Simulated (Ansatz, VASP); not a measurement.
**Pb in VASP and in Ansatz**

Contents of POSCAR:

```
Pb
1.0
    3.5595565751      0.0000000000      0.0000000000
   -1.7797782876      3.0826664202      0.0000000000
    0.0000000000      0.0000000000     29.7467072173
Pb
5
Direct
    0.0000000000      0.0000000000      0.2353201633
    0.6666666667      0.3333333333      0.3234820941
    0.3333333333      0.6666666667      0.4212139775
    0.0000000000      1.0000000000      0.5139822356
    0.6666666667      0.3333333333      0.6053813667
```

INCAR.step1

```
  PREC = Accurate
  ENCUT = 440
  ISMEAR = 1
  SIGMA = 0.1
  LREAL = F
  LASPH = T
  NELM = 120
  LDIPOL = T
  IDIPOL = 3
  DIPOL = 0.5 0.5 0.420
  NBANDS = 43
  GGA = PE
  ALGO = Normal
  EDIFF = 1E-5
  LWAVE = T
  LCHARG = F
  GGA_COMPAT = F
  NELMDL = -8
```

INCAR.step2

```
  PREC = Accurate
  ENCUT = 440
  EDIFF = 1E-6
  ISMEAR = 1
  SIGMA = 0.1
  LREAL = F
  LASPH = T
  NELM = 120
  ALGO = Normal
  ISIF = 2
  LWAVE = F
  LCHARG = F
  LDIPOL = T
  IDIPOL = 3
  DIPOL = 0.5 0.5 0.420
  METAGGA = R2SCAN
  LMIXTAU = T
  LUSE_VDW = T
  IVDW_NL = 2
  BPARAM = 11.95
  CPARAM = 0.0093
  NBANDS = 43
  ISTART = 1
  GGA_COMPAT = F
```

The input KPOINTS:

```
regular mesh
0
Gamma
  12 12 1
```

Input for Ansatz:

```yaml
crystal:
  lattice:
    - [3.5595565751, 0.0, 0.0]
    - [-1.7797782876, 3.0826664202, 0.0]
    - [0.0, 0.0, 29.7467072173]
  atoms:
    - { symbol: Pb, position: [0.0, 0.0, 0.2353201633] }
    - { symbol: Pb, position: [0.6666666667, 0.3333333333, 0.3234820941] }
    - { symbol: Pb, position: [0.3333333333, 0.6666666667, 0.4212139775] }
    - { symbol: Pb, position: [0.0, 1.0, 0.5139822356] }
    - { symbol: Pb, position: [0.6666666667, 0.3333333333, 0.6053813667] }
basis:
  ecutwfc: 500
kpoints:
  mp_grid: { grid: [12, 12, 1] }
hamiltonian:
  xc: r2scan
  dispersion: rvv10
  pseudopotentials: { kind: paw, azcp: { folder: soft_1 } }
scf:
  occupations: { method: methfessel_paxton, width: 0.1 }
  n_extra_bands: 8
  max_iter: 160
output:
  forces: true
  eigenvalues: true
efield:
  axis: 3
  dipole_correction: true
```

Alike in both runs: task single point; functional r2SCAN; dispersion rVV10; k mesh 12 × 12 × 1; occupations methfessel-paxton of order 1, width 0.1 eV; no spin polarisation.

```csv
,VASP,Ansatz
version,VASP 6.6.1,Ansatz 0.2.0
potentials or method,"VASP PAW PBE potentials, release 64 (Pb_d), cutoff 440 eV","scalar-relativistic, plane waves, PAW"
valence electrons in the cell,70,70
```

Ansatz gave:

- gap on the k mesh at the Fermi level (eV): none
- rms of the force components (eV/Å): 0.090

Question: Estimate VASP's values.

Answer: gap on the k mesh at the Fermi level (eV): none; rms of the force components (eV/Å): 0.087.

VASP's potentials were made for PBE, not for r2SCAN. Atom by atom the forces differ by 0.008 eV/Å (rms over components). A gap of «none» marks a metal or a gap that the smearing closes.

Spin-orbit coupling is off throughout.
